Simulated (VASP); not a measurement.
Write the native input for VASP 6.6.1 that does the following.

```yaml
Task: single point
Functional: PBE
Potentials_or_basis: VASP PAW PBE potentials, release 64 (Pb_d, O)
Cutoff: 520 eV
k_mesh: 8 × 8 × 7
Occupations: fermi-dirac, width 0.01 eV
Spin: no spin polarisation
Dipole_correction: no
Further_INCAR_settings: ALGO = Normal; EDIFF = 1e-06; NBANDS = 28
```

The structure of PbO lies in POSCAR:

```
PbO
1.0
    3.9744000000      0.0000000000      0.0000000000
    0.0000000000      3.9744000000      0.0000000000
    0.0000000000      0.0000000000      5.0220000000
Pb O
2 2
Direct
    0.0000000000      0.5000000000      0.2402708219
    0.5000000000      0.0000000000      0.7597291781
    0.0000000000      0.0000000000      0.0000000000
    0.5000000000      0.5000000000      0.0000000000
```

These files were run (other wordings do the same):

INCAR

```
SYSTEM = PbO
  PREC = Accurate
  ENCUT = 520
  EDIFF = 1E-6
  ISMEAR = -1
  SIGMA = 0.01
  LREAL = .False.
  LASPH = .True.
  NELM = 100
  ALGO = Normal
  ISIF = 2
  LWAVE = .False.
  LCHARG = .True.
  GGA = PE
  LELF = .True.
  LVHAR = .True.
  NBANDS = 28
```

KPOINTS

```
Automatic mesh
0
Gamma
  8 8 7
  0 0 0
```

Potentials or basis: VASP PAW PBE potentials, release 64 (Pb_d, O).

Command:

```sh
$ cat potpaw_PBE.64/Pb_d/POTCAR potpaw_PBE.64/O/POTCAR > POTCAR
$ mpirun -np 1 vasp_std > vasp.out
```

It gave:

- Pressure: 3.5 GPa
- Largest force: 0.052 eV/Å
- Band gap on the k mesh: 1.12 eV (least direct gap 2.10 eV)

Caveat: the cell stands under pressure; spin-orbit coupling is left out, which moves the levels of the heavy elements.

It took 2.9 min on 1 thread of Intel Xeon 8259CL, on a shared host, peak memory 0.25 GiB.
